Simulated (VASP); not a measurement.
Set up this calculation in VASP 6.6.1, as the native input.

```yaml
Task: single point
Functional: PBE
Potentials_or_basis: VASP PAW PBE potentials, release 64 (Co)
Cutoff: 520 eV
k_mesh: 15 × 15 × 8
Occupations: fermi-dirac, width 0.08 eV
Spin: no spin polarisation
Dipole_correction: no
Further_INCAR_settings: ALGO = Normal; EDIFF = 1e-06; NBANDS = 16
```

The structure of Co lies in POSCAR:

```
Co
1.0
    2.3836018896      0.0000000000      0.0000000000
   -1.1918009448      2.0642597889      0.0000000000
    0.0000000000      0.0000000000      3.8937852023
Co
2
Direct
    0.6666666667      0.3333333333      0.2598610000
    0.3333333333      0.6666666667      0.7401390000
```

This cell differs from its parent crystal: volume scaled by 0.88.

The input as run:

INCAR

```
SYSTEM = Co
ALGO = Normal ; EDIFF = 1E-6
ENCUT = 520 ; GGA = PE
ISIF = 2 ; ISMEAR = -1
LASPH = .True. ; LCHARG = .False.
LREAL = .False. ; LWAVE = .False.
NBANDS = 16 ; NELM = 100
PREC = Accurate ; SIGMA = 0.08
```

KPOINTS

```
k-points
0
Gamma
  15 15 8
  0 0 0
```

Potentials or basis: VASP PAW PBE potentials, release 64 (Co).

Run with:

```bash
$ cat potpaw_PBE.64/Co/POTCAR > POTCAR
$ mpirun -np 1 vasp_std > vasp.out
```

Results of the run:

```
Pressure               : 23.2 GPa
Largest force          : 1.028 eV/Å
Band gap on the k mesh : zero (band 9 reaches 12.53 eV, above the bottom of band 10 at 10.87 eV)
```

Caveat: the run has no spin polarisation, though such a crystal can be magnetic; forces of over 1 eV/Å act on the atoms, so gaps and moduli don't describe the material at rest.

Wall time 27 s on 1 thread of Intel(R) Xeon(R) 6975P-C (Granite Rapids) (shared host), peak memory 0.16 GiB.
